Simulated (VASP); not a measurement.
Se: single point with PBEsol

Crystal: Se.

```
Se
1.0
     4.86816    0.00000    0.00000
     0.00000    7.90933    0.00000
     0.00000    0.00000    2.74020
Se
4
Direct
  0.67408 0.40105 0.26384
  0.82592 0.90105 0.73616
  0.32592 0.59895 0.26384
  0.17408 0.09895 0.73616
```

- Program: VASP 6.6.1
- Task: single point
- Functional: PBEsol
- Potentials or basis: VASP PAW PBE potentials, release 64 (Se)
- Cutoff: 520 eV
- k mesh: 4 × 4 × 8
- Occupations: gaussian, width 0.01 eV
- Spin: no spin polarisation

* Pressure: -0.4 GPa
* Largest force: 1.118 eV/Å
* Band gap on the k mesh: zero (bands 12 and 13 overlap by 2.50 eV)

Forces on the atoms (eV/Å):
```
Se   0.786 -0.794  0.004
Se  -0.786 -0.794 -0.004
Se  -0.786  0.794  0.004
Se   0.786  0.794 -0.004
```

Stress tensor (GPa, compression positive):
```
 2.52  0.00  0.00
 0.00  2.25  0.00
 0.00  0.00 -5.96
```

Levels at points of the mesh, in eV from the Fermi level:
```csv
k point,band 10,band 11,band 12,band 13,band 14,band 15
"(0.00, 0.00, 0.00)",-1.98,1.28,1.67,2.18,2.52,4.41
"(0.50, 0.00, 0.00)",-1.25,1.61,1.61,2.45,2.45,4.43
"(0.00, 0.50, 0.00)",-2.49,0.87,0.87,2.34,2.34,4.60
"(0.50, 0.50, 0.00)",-0.70,1.66,1.66,2.46,2.46,4.43
"(0.00, 0.00, 0.50)",-3.35,-1.39,-1.33,-0.19,-0.15,2.84
"(0.50, 0.00, 0.50)",-3.29,-2.33,-2.33,1.06,1.06,3.29
"(0.00, 0.50, 0.50)",-3.32,-1.42,-1.42,-0.18,-0.18,3.10
"(0.50, 0.50, 0.50)",-3.23,-2.16,-2.16,0.92,0.92,2.73
```

It took 62 s on 1 thread of AMD EPYC 7R43 64-Core Processor (Zen 3), on a shared host, peak memory 0.19 GiB.

Caveat: the stress differs along the axes, from -6 to 3 GPa; the PAW data sets were made with another functional, which shifts forces and pressure a little.
